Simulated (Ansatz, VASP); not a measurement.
**CsSnBr3 in VASP and in Ansatz**

Contents of INCAR:

```
SYSTEM = CsSnBr3
PREC = Accurate
ENCUT = 500
EDIFF = 1E-6
ISMEAR = -1
SIGMA = 0.02
LREAL = .False.
LASPH = .True.
NELM = 120
ALGO = Normal
ISIF = 2
LWAVE = .False.
LCHARG = .False.
GGA = PE
NBANDS = 30
GGA_COMPAT = .False.
```

KPOINTS

```
regular mesh
0
Gamma
  4 4 4
  0 0 0
```

The input POSCAR:

```
CsSnBr3
1.0
    5.8411484913      0.0000000000      0.0000000000
    0.0000000000      5.8411484913      0.0000000000
    0.0000000000      0.0000000000      5.8411484913
Cs Sn Br
1 1 3
Direct
    0.0000000000      0.0000000000      0.0000000000
    0.5000000000      0.5000000000      0.5000000000
    0.5000000000      0.5000000000      0.0000000000
    0.5000000000      0.0000000000      0.5000000000
    0.0000000000      0.5000000000      0.5000000000
```

Input for Ansatz:

```yaml
crystal:
  lattice:
    - [5.8411484913, 0.0, 0.0]
    - [0.0, 5.8411484913, 0.0]
    - [0.0, 0.0, 5.8411484913]
  atoms:
    - { symbol: Cs, position: [0.0, 0.0, 0.0] }
    - { symbol: Sn, position: [0.5, 0.5, 0.5] }
    - { symbol: Br, position: [0.5, 0.5, 0.0] }
    - { symbol: Br, position: [0.5, 0.0, 0.5] }
    - { symbol: Br, position: [0.0, 0.5, 0.5] }
kpoints:
  mp_grid: { grid: [4, 4, 4] }
  band_path:
    path:
      - [[0.0, 0.0, 0.0], [1.558368400122e-50, 0.5, 5.495294710322e-36], [0.5, 0.5, 9.342001007548e-35], [0.0, 0.0, 0.0], [0.5, 0.5, 0.5], [1.558368400122e-50, 0.5, 5.495294710322e-36]]
      - [[0.5, 0.5, 0.5], [0.5, 0.5, 9.342001007548e-35]]
    npoints: 10
hamiltonian:
  xc: pbe
scf:
  occupations: { method: fermi_dirac, width: 0.02 }
  n_extra_bands: 5
output:
  forces: true
  stress: true
  eigenvalues: true
```

Alike in both runs: task single point; functional PBE; k mesh 4 × 4 × 4; occupations fermi-dirac, width 0.02 eV; no spin polarisation.

|  | VASP | Ansatz |
| --- | --- | --- |
| version | VASP 6.6.1 | Ansatz 0.2.0 |
| potentials or method | VASP PAW PBE potentials, release 64 (Cs_sv, Sn_d, Br) | plane waves, PAW |
| plane-wave cutoff (eV) | 500 | 420 |
| valence electrons in the cell | 44 | 44 |

```tsv
	VASP	Ansatz	Ansatz less VASP
pressure (GPa)	0.7	0.7	+0.01
```

Neither program's run includes spin-orbit coupling.
